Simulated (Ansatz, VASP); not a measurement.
## One calculation of La, two programs

```
La
1.0
     3.33048    0.00000    0.00000
     0.00000    3.33048    0.00000
     0.00000    0.00000    3.33048
La
1
Direct
  0.00000 0.00000 0.00000
```

Change from the starting cell: volume scaled by 1, PAW files.

Alike in both runs: task single point; functional PBE; k mesh 12 × 12 × 12; occupations fermi-dirac, width 0.08 eV; no spin polarisation.

|  | VASP | Ansatz |
| --- | --- | --- |
| version | VASP 6.6.1 | Ansatz 0.2.0 |
| potentials or method | VASP PAW PBE potentials, release 64 (La) | PAW with Ansatz's default frozen-core files, scalar-relativistic |
| plane-wave cutoff (eV) | 500 | 420 |
| valence electrons in the cell | 11 | 11 |

|  | VASP | Ansatz | Ansatz less VASP |
| --- | --- | --- | --- |
| pressure (GPa) | 0.0 | 0.0 | -0.03 |

Spin-orbit coupling is off throughout.
